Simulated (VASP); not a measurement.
# Au: single point with r2SCAN

The system is Au.

```
Au
1.0
     2.96255    0.00000    0.00000
    -1.48127    2.56564    0.00000
     0.00000    0.00000    5.10795
Au
2
Direct
  0.33333 0.66667 0.75000
  0.66667 0.33333 0.25000
```

This cell differs from its parent crystal: strain +0.025 along x and y, +0.050 along z.

```json
{
  "Program": "VASP 6.6.1",
  "Task": "single point",
  "Functional": "r2SCAN",
  "Potentials or basis": "VASP PAW PBE potentials, release 64 (Au)",
  "Cutoff": "520 eV",
  "k mesh": "24 × 24 × 12",
  "Occupations": "gaussian, width 0.15 eV",
  "Spin": "no spin polarisation"
}
```

```json
{
  "Pressure": "-10.9 GPa",
  "Band gap on the k mesh": "zero (band 11 reaches 11.18 eV, above the bottom of band 12 at 4.67 eV)"
}
```

Levels at points of the mesh, in eV from the Fermi level:
```
           k point  band 7  band 8  band 9  band 10  band 11  band 12  band 13  band 14  band 15  band 16
(0.00, 0.00, 0.00)   -4.00   -3.30   -3.30    -2.29    -2.29    -0.52     1.81    15.56    15.78    17.41
(0.50, 0.00, 0.00)   -3.23   -2.16   -1.93    -1.81     0.52     1.46     5.51     6.58     7.09    10.74
(0.00, 0.00, 0.50)   -4.24   -4.24   -2.65    -2.65    -2.65    -2.65     9.67     9.67    15.80    15.80
(0.50, 0.00, 0.50)   -2.40   -2.40   -1.86    -1.86     0.92     0.92     3.50     3.50    12.83    12.83
```

It took 16 min on 1 thread of Oxide Virtual Turin-like Processor (shared host), peak memory 0.33 GiB.

Caveat: the cell differs from its parent crystal (strain +0.025 along x and y, +0.050 along z); the PAW data sets were made with another functional, which shifts forces and pressure a little; spin-orbit coupling is left out, which moves the levels of the heavy elements.
